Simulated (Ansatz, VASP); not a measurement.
## Two plane-wave programs on SnO

```
CELL_PARAMETERS angstrom
3.79265 0.00000 0.00000
0.00000 3.79265 0.00000
0.00000 0.00000 4.51840
ATOMIC_POSITIONS crystal
Sn 0.50000 0.00000 0.25137
Sn 0.00000 0.50000 0.74863
O 0.00000 0.00000 0.00000
O 0.50000 0.50000 0.00000
```

Change from the starting cell: uniaxial_z strain -5.0%.

Alike in both runs: task single point; functional PBE; k mesh 6 × 6 × 6; occupations fermi-dirac, width 0.02 eV; no spin polarisation.

|  | VASP | Ansatz |
| --- | --- | --- |
| version | VASP 6.6.1 | Ansatz 0.2.0 |
| potentials or method | VASP PAW PBE potentials, release 64 (Sn_d, O) | plane waves, PAW |
| plane-wave cutoff (eV) | 520 | 420 |
| valence electrons in the cell | 40 | 40 |

Ansatz gave:

| Item | Value |
| --- | --- |
| pressure (GPa) | 7.3 |
| traceless stress, the component that is largest in VASP (GPa) | 0.50 |
| rms of the force components (eV/Å) | 0.188 |

Q: Estimate VASP's values.

A: Pressure (GPa): 7.6; traceless stress, the component that is largest in VASP (GPa): 0.51; rms of the force components (eV/Å): 0.224.

Atom by atom the forces differ by 0.036 eV/Å (rms over components).
